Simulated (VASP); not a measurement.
Here is a VASP 6.6.1 calculation.

File INCAR:

```
ALGO = Normal ; EDIFF = 1E-6
ENCUT = 520 ; GGA = PE
ISIF = 2 ; ISMEAR = 0
LASPH = T ; LCHARG = F
LREAL = F ; LWAVE = F
NBANDS = 17 ; NELM = 80
PREC = Accurate ; SIGMA = 0.01
```

The input KPOINTS:

```
k-points
0
Gamma
  4 4 4
```

File POSCAR:

```
TePb
1.0
    0.0000000000      3.3985503205      3.3985503205
    3.3985503205      0.0000000000      3.3985503205
    3.3985503205      3.3985503205      0.0000000000
Pb Te
1 1
Direct
    0.0000000000      0.0000000000      0.0000000000
    0.5000000000      0.5000000000      0.5000000000
```

Potentials or basis: VASP PAW PBE potentials, release 64 (Pb_d, Te).

Run with:

```console
$ cat potpaw_PBE.64/Pb_d/POTCAR potpaw_PBE.64/Te/POTCAR > POTCAR
$ mpirun -np 1 vasp_std > vasp.out
```

(1) Estimate the band gap on the k mesh.

(2) What does it give for the pressure?

Answers

(1) 0.98 eV.

(2) -3.2 GPa.

Caveat: the cell differs from its parent crystal (strain +4.0%); the cell stands under tension; the structure was generated, so it needn't be the stable form of TePb; spin-orbit coupling is left out, which moves the levels of the heavy elements.
